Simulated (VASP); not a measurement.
# HPt6 in VASP: notebook

The runs below take HPt6 through single point, with PBE.

All numbers are computed with VASP 6.6.1; they aren't measurements. Logs are shortened: lines on timing, memory, paths and dates and some standing lists are left out, and cuts for length are marked.

## Step 1: The cell of the first run

The cell holds a slab with vacuum, 14 atoms: a = 5.614 Å, b = 5.614 Å, c = 21.851 Å, α = 90.00°, β = 90.00°, γ = 90.00°.

## Step 2: Single point, PBE

INCAR reads:

```
SYSTEM = HPt6
PREC     = Accurate       ! precision mode
ENCUT    = 520            ! plane-wave cutoff, eV
EDIFF    = 1E-6           ! SCF threshold, eV
ISMEAR   = 0              ! smearing method
SIGMA    = 0.1            ! smearing width, eV
LREAL    = .FALSE.        ! projectors in reciprocal space
LASPH    = .TRUE.         ! aspherical terms in the spheres
NELM     = 60             ! most SCF steps
ALGO     = Normal         ! electronic algorithm
ISIF     = 2              ! what is computed and relaxed
LWAVE    = .FALSE.        ! write WAVECAR
LCHARG   = .FALSE.        ! write CHGCAR
LDIPOL   = .TRUE.       
IDIPOL   = 3            
DIPOL    = 0.5 0.5 0.293
GGA      = PE             ! functional
NBANDS   = 74             ! bands
```

KPOINTS reads:

```
regular mesh
0
G
  5 5 1
  0 0 0
```

POSCAR reads:

```
HPt6
1.0
    5.6143281343      0.0000000000      0.0000000000
    0.0000000000      5.6143281343      0.0000000000
    0.0000000000      0.0000000000     21.8513792319
Pt H
12 2
Direct
    0.2500000000      0.2500000000      0.1830548066
    0.2500000000      0.7500000000      0.1830548066
    0.7500000000      0.2500000000      0.1830548066
    0.7500000000      0.7500000000      0.1830548066
    0.0000000000      0.0000000000      0.2712126041
    0.0000000000      0.5000000000      0.2712126041
    0.5000000000      0.0000000000      0.2712126041
    0.5000000000      0.5000000000      0.2712126041
    0.2500000000      0.2500000000      0.3593081768
    0.2500000000      0.7500000000      0.3593081768
    0.7500000000      0.2500000000      0.3593081768
    0.7500000000      0.7500000000      0.3593081768
   -0.0667933885      0.0000000000      0.4238349961
    0.0667933885      0.0000000000      0.4238349961
```

Potentials or basis: VASP PAW PBE potentials, release 64 (Pt, H).

Started as:

```bash
cat potpaw_PBE.64/Pt/POTCAR potpaw_PBE.64/H/POTCAR > POTCAR
mpirun -np 1 vasp_std > vasp.out
```

OUTCAR:

```text
SYSTEM = HPt6
   PREC = Accurate
   ENCUT = 520
   EDIFF = 1E-6
   ISMEAR = 0
   LREAL = .FALSE.
   LASPH = .TRUE.
   NELM = 60
   ISIF = 2
   GGA = PE

 ion  position               nearest neighbor table
   1  0.250  0.250  0.183-   5 2.77   6 2.77   7 2.77   8 2.77   2 2.81   3 2.81   2 2.81   3 2.81

   2  0.250  0.750  0.183-   5 2.77   6 2.77   7 2.77   8 2.77   1 2.81   4 2.81   1 2.81   4 2.81

   3  0.750  0.250  0.183-   5 2.77   6 2.77   7 2.77   8 2.77   1 2.81   4 2.81   4 2.81   1 2.81
[... 15 lines left out ...]
  11  0.750  0.250  0.359-   5 2.77   6 2.77   7 2.77   8 2.77   9 2.81  12 2.81  12 2.81   9 2.81

  12  0.750  0.750  0.359-   5 2.77   6 2.77   7 2.77   8 2.77  10 2.81  11 2.81  11 2.81  10 2.81

  13  0.933  0.000  0.424-  14 0.75
  14  0.067  0.000  0.424-  13 0.75

  LATTYP: Found a simple tetragonal cell.
 ALAT       =     5.6143281343
 C/A-ratio  =     3.8920737636

  Lattice vectors:

 A1 = (   5.6143281343,   0.0000000000,   0.0000000000)
 A2 = (   0.0000000000,   5.6143281343,   0.0000000000)
 A3 = (   0.0000000000,   0.0000000000,  21.8513792319)

Analysis of symmetry for initial positions (statically):
=====================================================================
 Subroutine PRICEL returns:
 Original cell was already a primitive cell.

 Routine SETGRP: Setting up the symmetry group for a
 simple tetragonal supercell.

 Subroutine GETGRP returns: Found  4 space group operations
 (whereof  4 operations were pure point group operations)
 out of a pool of 16 trial point group operations.

The static configuration has the point symmetry C_2v.

Analysis of symmetry for dynamics (positions and initial velocities):
=====================================================================
 Subroutine PRICEL returns:
 Original cell was already a primitive cell.

 Routine SETGRP: Setting up the symmetry group for a
 simple tetragonal supercell.

 Subroutine GETGRP returns: Found  4 space group operations
 (whereof  4 operations were pure point group operations)
 out of a pool of 16 trial point group operations.

The dynamic configuration has the point symmetry C_2v.

 Subroutine INISYM returns: Found  4 space group operations
 (whereof  4 operations are pure point group operations),
 and found     1 'primitive' translations

----------------------------------------------------------------------------------------

                                     Primitive cell

  volume of cell :     688.7703

  direct lattice vectors                    reciprocal lattice vectors
     5.614328134  0.000000000  0.000000000     0.178115703  0.000000000  0.000000000
     0.000000000  5.614328134  0.000000000     0.000000000  0.178115703  0.000000000
     0.000000000  0.000000000 21.851379232     0.000000000  0.000000000  0.045763702

  length of vectors
     5.614328134  5.614328134 21.851379232     0.178115703  0.178115703  0.045763702

  position of ions in fractional coordinates (direct lattice)
     0.250000000  0.250000000  0.183054807
     0.250000000  0.750000000  0.183054807
     0.750000000  0.250000000  0.183054807
     0.750000000  0.750000000  0.183054807
     0.000000000  0.000000000  0.271212604
     0.000000000  0.500000000  0.271212604
     0.500000000  0.000000000  0.271212604
     0.500000000  0.500000000  0.271212604
     0.250000000  0.250000000  0.359308177
     0.250000000  0.750000000  0.359308177
     0.750000000  0.250000000  0.359308177
     0.750000000  0.750000000  0.359308177
     0.933206611  0.000000000  0.423834996
     0.066793389  0.000000000  0.423834996

  ion indices of the primitive-cell ions
   primitive index   ion index
                 1           1
                 2           2
                 3           3
                 4           4
                 5           5
                 6           6
                 7           7
                 8           8
                 9           9
                10          10
                11          11
                12          12
                13          13
                14          14

----------------------------------------------------------------------------------------

 KPOINTS: regular mesh

Automatic generation of k-mesh.
 Grid dimensions read from file:
 generate k-points for:    5    5    1

 Generating k-lattice:

  Cartesian coordinates                     Fractional coordinates (reciprocal lattice)
     0.035623141  0.000000000  0.000000000     0.200000000  0.000000000  0.000000000
     0.000000000  0.035623141  0.000000000     0.000000000  0.200000000  0.000000000
     0.000000000  0.000000000  0.045763702     0.000000000  0.000000000  1.000000000

  Length of vectors
     0.035623141  0.035623141  0.045763702

  Shift w.r.t. Gamma in fractional coordinates (k-lattice)
     0.000000000  0.000000000  0.000000000

 Subroutine IBZKPT returns following result:
 ===========================================

 Found      9 irreducible k-points:

 Following reciprocal coordinates:
            Coordinates               Weight
  0.000000  0.000000  0.000000      1.000000
  0.200000  0.000000  0.000000      2.000000
  0.000000  0.200000  0.000000      2.000000
  0.400000  0.000000  0.000000      2.000000
  0.000000  0.400000  0.000000      2.000000
  0.200000  0.200000  0.000000      4.000000
  0.400000  0.200000  0.000000      4.000000
 -0.200000  0.400000  0.000000      4.000000
  0.400000  0.400000  0.000000      4.000000
   k-points           NKPTS =      9   k-points in BZ     NKDIM =      9   number of bands    NBANDS=     74
   number of dos      NEDOS =    301   number of ions     NIONS =     14
   total plane-waves  NPLWV = 296352
   dimension x,y,z NGX =    42 NGY =   42 NGZ =  168
   dimension x,y,z NGXF=    84 NGYF=   84 NGZF=  336
   ions per type =              12   2
   NGX,Y,Z   is equivalent  to a cutoff of  12.44, 12.44, 12.78 a.u.
   NGXF,Y,Z  is equivalent  to a cutoff of  24.87, 24.87, 25.56 a.u.
 SYSTEM =  HPt6
   PREC   = accura    normal or accurate (medium, high low for compatibility)
   ISTART =      0    job   : 0-new  1-cont  2-samecut
   ICHARG =      2    charge: 1-file 2-atom 10-const
   ISPIN  =      1    spin polarized calculation?
   LNONCOLLINEAR =      F non collinear calculations
   LSORBIT =      F    spin-orbit coupling
   LASPH  =      T    aspherical Exc in radial PAW
   ENCUT  =  520.0 eV  38.22 Ry    6.18 a.u.  10.44 10.44 40.63*2*pi/ulx,y,z
   NELM   =     60;   NELMIN=  2; NELMDL= -5     # of ELM steps
   EDIFF  = 0.1E-05   stopping-criterion for ELM
   LREAL  =      F    real-space projection
   EDIFFG = 0.1E-04   stopping-criterion for IOM
   NSW    =      0    number of steps for IOM
   IBRION =     -1    ionic relax: 0-MD 1-quasi-New 2-CG
   NFREE  =      0    steps in history (QN), initial steepest desc. (CG)
   ISIF   =      2    stress and relaxation
   ISYM   =      2    0-nonsym 1-usesym 2-fastsym
   POTIM  = 0.5000    time-step for ionic-motion
   TEBEG  =    0.0;   TEEND  =   0.0 temperature during run
   PSTRESS=    0.0 pullay stress
   NELECT =     122.0000    total number of electrons
   NUPDOWN=      -1.0000    fix difference up-down
   EMIN   =  10.00;   EMAX   =-10.00  energy-range for DOS
   EFERMI =   0.00;   METHOD = LEGACY
   ISMEAR =     0;   SIGMA  =   0.10  broadening in eV -4-tet -1-fermi 0-gaus
   EFERMI_NEDOS =   21; number of points for ismear=-14 and -15
   IALGO  =     38    algorithm
   IMIX   =      4    mixing-type and parameters
     AMIX     =   0.40;   BMIX     =  1.00
     AMIX_MAG =   1.60;   BMIX_MAG =  1.00
  volume/ion in A,a.u.               =      49.20       332.00
  Fermi-wavevector in a.u.,A,eV,Ry     =   0.919397  1.737409 11.500891  0.845292
  Thomas-Fermi vector in A             =   2.044587
   LORBIT       =      0    0 simple, 1 ext, 2 COOP (PROOUT), +10 PAW based schemes
   GGA     = PE    functional components
   LHFCALC =     F    Hartree Fock is set to
   AEXX    =    0.0000 exact exchange contribution
   IVDW    =     0    specifies the selected vdW correction
   LEPSILON=     F    determine dielectric tensor
   LRPA    =     F    only Hartree local field effects (RPA)
 non-spin polarized calculation
 Gauss-broadening in eV      SIGMA  =   0.10
  energy-cutoff  :      520.00
  volume of cell :      688.77
 maximum number of plane-waves:     18583
 NGX is ok and might be reduce to    42
   NGX = 21   NGY = 21   NGZ = 81

 dipolmoment           0.000000      0.000000      0.002197 electrons x Angstroem

 number of electron     122.0000012 magnetization

 dipolmoment           0.000000      0.000000     -0.072748 electrons x Angstroem

 Free energy of the ion-electron system (eV)
  ---------------------------------------------------
  ext. energy  EPLUGINS =         0.00000000
  ---------------------------------------------------
  free energy    TOTEN  =       -72.20938927 eV

  energy without entropy =      -72.05092544  energy(sigma->0) =      -72.13015735

 E-fermi :  -1.0509     XC(G=0):  -4.5366

 val. band max:       -1.0651846803   @ k =   0.2000   0.2000   0.0000
 cond. band min:      -1.0350081740   @ k =   0.4000   0.4000   0.0000
 fundamental gap:      0.0301765063
 Fermi energy:        -1.0509128588

 k-point     1 :       0.0000    0.0000    0.0000
  band No.  band energies     occupation
      1     -10.2136      2.00000
      2      -9.1502      2.00000
      3      -7.5227      2.00000
      4      -7.5200      2.00000
      5      -7.3141      2.00000
      6      -7.2963      2.00000
[... 673 lines left out ...]
     72       2.6668      0.00000
     73       3.2588      0.00000
 [bands above 73 left out]

------------------------ aborting loop because EDIFF is reached ----------------------------------------

 vacuum level on the upper side and lower side of the slab       (xc-potential included)        -0.387         0.034

  FORCE on cell =-STRESS in cart. coord.  units (eV):
  Direction    XX          YY          ZZ          XY          YZ          ZX
  --------------------------------------------------------------------------------------
  -------------------------------------------------------------------------------------
  Total       -9.4736518    -11.4298636      1.5303100      0.0000000      0.0000000      0.0000000
  in kB      -22.0370554    -26.5874810      3.5597177      0.0000000      0.0000000      0.0000000
  external PRESSURE =     -15.0216062 kB  Pullay stress =       0.0000000 kB

 VOLUME and BASIS-vectors are now :
 -----------------------------------------------------------------------------
  energy-cutoff  :      520.00
  volume of cell :      688.77
      direct lattice vectors                 reciprocal lattice vectors
     5.614328134  0.000000000  0.000000000     0.178115703  0.000000000  0.000000000
     0.000000000  5.614328134  0.000000000     0.000000000  0.178115703  0.000000000
     0.000000000  0.000000000 21.851379232     0.000000000  0.000000000  0.045763702

 POSITION                                       TOTAL-FORCE (eV/Angst)
 -----------------------------------------------------------------------------------
      1.40358      1.40358      4.00000         0.025805      0.036279     -0.003695
      1.40358      4.21075      4.00000         0.025805     -0.036279     -0.003695
      4.21075      1.40358      4.00000        -0.025805      0.036279     -0.003695
      4.21075      4.21075      4.00000        -0.025805     -0.036279     -0.003695
      0.00000      0.00000      5.92637         0.000000      0.000000     -0.218464
      0.00000      2.80716      5.92637         0.000000      0.000000     -0.149326
      2.80716      0.00000      5.92637         0.000000      0.000000     -0.162983
      2.80716      2.80716      5.92637         0.000000      0.000000     -0.081003
      1.40358      1.40358      7.85138         0.166723      0.166667      0.071861
      1.40358      4.21075      7.85138         0.166723     -0.166667      0.071861
      4.21075      1.40358      7.85138        -0.166723      0.166667      0.071861
      4.21075      4.21075      7.85138        -0.166723     -0.166667      0.071861
      5.23933      0.00000      9.26138        -2.529955     -0.000000      0.169558
      0.37500      0.00000      9.26138         2.529955      0.000000      0.169558
 -----------------------------------------------------------------------------------
    total drift:                                0.000000      0.000000     -0.000187

  FREE ENERGIE OF THE ION-ELECTRON SYSTEM (eV)
  ---------------------------------------------------
  free  energy   TOTEN  =       -72.2093892678 eV

  energy  without entropy=      -72.0509254362  energy(sigma->0) =      -72.13015735

 vacuum level on the upper side and lower side of the slab         4.069         4.490
```

Run time: 14 min. Hardware: 1 thread of Intel Xeon 6975P-C (Granite Rapids), shared host; peak memory 0.81 GiB.

What came out:

```
Free energy            : -72.2094 eV
Largest force          : 2.536 eV/Å
Band gap on the k mesh : zero (bands 61 and 62 overlap by 0.17 eV)
```

Forces on the atoms (eV/Å):
```
Pt   0.026  0.036 -0.004
Pt   0.026 -0.036 -0.004
Pt  -0.026  0.036 -0.004
Pt  -0.026 -0.036 -0.004
Pt   0.000  0.000 -0.218
Pt   0.000  0.000 -0.149
Pt   0.000  0.000 -0.163
Pt   0.000  0.000 -0.081
Pt   0.167  0.167  0.072
Pt   0.167 -0.167  0.072
Pt  -0.167  0.167  0.072
Pt  -0.167 -0.167  0.072
H   -2.530  0.000  0.170
H    2.530  0.000  0.170
```

Caveat: spin-orbit coupling is left out, which moves the levels of the heavy elements.

## Step 3: Single point, PBE

INCAR reads:

```
PREC = Accurate ; ENCUT = 520
EDIFF = 1E-6 ; ISMEAR = 0
SIGMA = 0.1 ; LREAL = False
LASPH = True ; NELM = 60
ALGO = Normal ; ISIF = 2
LWAVE = False ; LCHARG = False
LDIPOL = True ; IDIPOL = 3
DIPOL = 0.5 0.5 0.297 ; GGA = PE
NBANDS = 74
```

KPOINTS reads:

```
Automatic mesh
0
Gamma
  5 5 1
```

Edit POSCAR of step 2 so:

```diff
@@ -20,3 +20,3 @@
     0.7500000000      0.7500000000      0.3593081768
-   -0.0667933885      0.0000000000      0.4238349961
-    0.0667933885      0.0000000000      0.4238349961
+   -0.0667933885      0.0000000000      0.4531237652
+    0.0667933885      0.0000000000      0.4531237652
```

Potentials or basis: VASP PAW PBE potentials, release 64 (Pt, H).

Started as:

```bash
cat potpaw_PBE.64/Pt/POTCAR potpaw_PBE.64/H/POTCAR > POTCAR
mpirun -np 1 vasp_std > vasp.out
```

It took 15 min on 1 thread of Intel Xeon 6975P-C (Granite Rapids), shared host; peak memory 0.78 GiB.

It converged, with:

| Quantity | Value |
| --- | --- |
| Free energy | -72.5025 eV |
| Largest force | 0.584 eV/Å |
| Band gap on the k mesh | zero (bands 61 and 62 overlap by 0.15 eV) |

Forces on the atoms (eV/Å):
```
Pt   0.001  0.007  0.015
Pt   0.001 -0.007  0.015
Pt  -0.001  0.007  0.015
Pt  -0.001 -0.007  0.015
Pt   0.000  0.000 -0.060
Pt   0.000  0.000  0.014
Pt   0.000  0.000  0.001
Pt   0.000  0.000 -0.195
Pt   0.060  0.059 -0.065
Pt   0.060 -0.059 -0.065
Pt  -0.060  0.059 -0.065
Pt  -0.060 -0.059 -0.065
H   -0.541  0.000  0.220
H    0.541  0.000  0.220
```

Levels at points of the mesh, in eV from the Fermi level:
| k point | band 57 | band 58 | band 59 | band 60 | band 61 | band 62 | band 63 | band 64 | band 65 | band 66 |
| --- | --- | --- | --- | --- | --- | --- | --- | --- | --- | --- |
| (0.00, 0.00, 0.00) | 0.04 | 0.08 | 0.08 | 0.14 | 0.14 | 0.35 | 0.76 | 0.83 | 0.84 | 0.91 |

Caveat: spin-orbit coupling is left out, which moves the levels of the heavy elements.

(Continued in part 2 of 3.)
